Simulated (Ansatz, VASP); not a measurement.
## BN: VASP beside Ansatz

```
CELL_PARAMETERS angstrom
2.52063 0.00000 0.00000
-1.26031 2.18293 0.00000
0.00000 0.00000 4.23694
ATOMIC_POSITIONS crystal
B 0.33333 0.66667 0.99978
B 0.66667 0.33333 0.49978
N 0.33333 0.66667 0.37422
N 0.66667 0.33333 0.87422
```

Change from the starting cell: strained cell.

Alike in both runs: functional LDA; k mesh 9 × 9 × 6; occupations gaussian, width 0.02 eV; no spin polarisation.

Ansatz relaxed the structure, and its values are those at the end. VASP's run is a single point on that final structure, the one shown.

```csv
,VASP,Ansatz
version,VASP 6.6.1,Ansatz 0.2.0
potentials or method,"VASP PAW LDA potentials, release 64 (B, N), cutoff 600 eV","scalar-relativistic, plane waves, PAW"
valence electrons in the cell,16,16
```

```tsv
	VASP	Ansatz	Ansatz less VASP
gap on the k mesh at the Fermi level (eV)	4.87	4.89	+0.020
least direct gap on the mesh (eV)	8.04	8.05	+0.004
pressure (GPa)	-4.2	-5.1	-0.89
rms of the force components (eV/Å)	0.005	0.000	-0.0050
```

Ansatz warns that its potentials were made for another functional, while VASP's fit it. LDA's correlation is that of Perdew and Zunger in VASP and of Perdew and Wang (1992) in Ansatz. Ansatz's warnings: stress scf threshold loose.
